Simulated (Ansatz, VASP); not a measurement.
**AlN: VASP beside Ansatz**

File INCAR:

```
SYSTEM = AlN
ALGO = Normal ; EDIFF = 1E-6
ENCUT = 520 ; GGA = PE
ISIF = 2 ; ISMEAR = 0
LASPH = .TRUE. ; LCHARG = .TRUE.
LELF = .TRUE. ; LREAL = .FALSE.
LVHAR = .TRUE. ; LWAVE = .FALSE.
NBANDS = 26 ; NELM = 100
PREC = Accurate ; SIGMA = 0.05
```

The input KPOINTS:

```
k-points
0
G
  6 6 6
  0 0 0
```

The input POSCAR:

```
AlN
1.0
    4.4031742088      0.0000000000      0.0000000000
    0.0000000000     -4.4031742088      0.0000000000
    0.0000000000      0.0000000000     -4.4031742088
Al N
4 4
Direct
    0.0000000000      0.0000000000      0.0000000000
    0.5000000000      0.5000000000      0.0000000000
    0.5000000000      0.0000000000      0.5000000000
    0.0000000000      0.5000000000      0.5000000000
    0.6857639060      0.6857639060      0.7500000000
    0.2500000000      0.2500000000      0.7500000000
    0.2500000000      0.7500000000      0.2500000000
    0.7500000000      0.2500000000      0.2500000000
```

Input for Ansatz:

```yaml
crystal:
  lattice:
    - [4.4031742011, 0.0, 0.0]
    - [0.0, -4.4031742011, 0.0]
    - [0.0, 0.0, -4.4031742011]
  atoms:
    - { symbol: Al, position: [0.5, 0.5, 1.0] }
    - { symbol: Al, position: [0.0, 0.0, 1.0] }
    - { symbol: Al, position: [0.0, 0.5, 0.5] }
    - { symbol: Al, position: [0.5, 0.0, 0.5] }
    - { symbol: "N", position: [0.6857639059, 0.6857639059, 0.75] }
    - { symbol: "N", position: [0.25, 0.25, 0.75] }
    - { symbol: "N", position: [0.25, 0.75, 0.25] }
    - { symbol: "N", position: [0.75, 0.25, 0.25] }
basis:
  ecutwfc: 420
kpoints:
  mp_grid: { grid: [6, 6, 6] }
hamiltonian:
  xc: pbe
scf:
  occupations: { method: gaussian, width: 0.05 }
output:
  forces: true
  stress: true
  eigenvalues: true
```

Alike in both runs: task single point; functional PBE; k mesh 6 × 6 × 6; occupations gaussian, width 0.05 eV; no spin polarisation.

|  | VASP | Ansatz |
| --- | --- | --- |
| version | VASP 6.6.1 | Ansatz 0.2.0 |
| potentials or method | VASP PAW PBE potentials, release 64 (Al, N), cutoff 520 eV | scalar-relativistic, plane waves, PAW |
| valence electrons in the cell | 32 | 32 |

Ansatz gave:

```
gap on the k mesh at the Fermi level (eV)                     : 2.91
least direct gap on the mesh (eV)                             : 2.91
pressure (GPa)                                                : 5.6
traceless stress, the component that is largest in VASP (GPa) : -6.49
rms of the force components (eV/Å)                            : 2.587
```

Question: Which values does VASP return?

Answer: gap on the k mesh at the Fermi level (eV): 2.90; least direct gap on the mesh (eV): 2.90; pressure (GPa): 5.5; traceless stress, the component that is largest in VASP (GPa): -6.56; rms of the force components (eV/Å): 2.607.

The functional is the same, so the differences come from potentials, cutoffs and numerics.
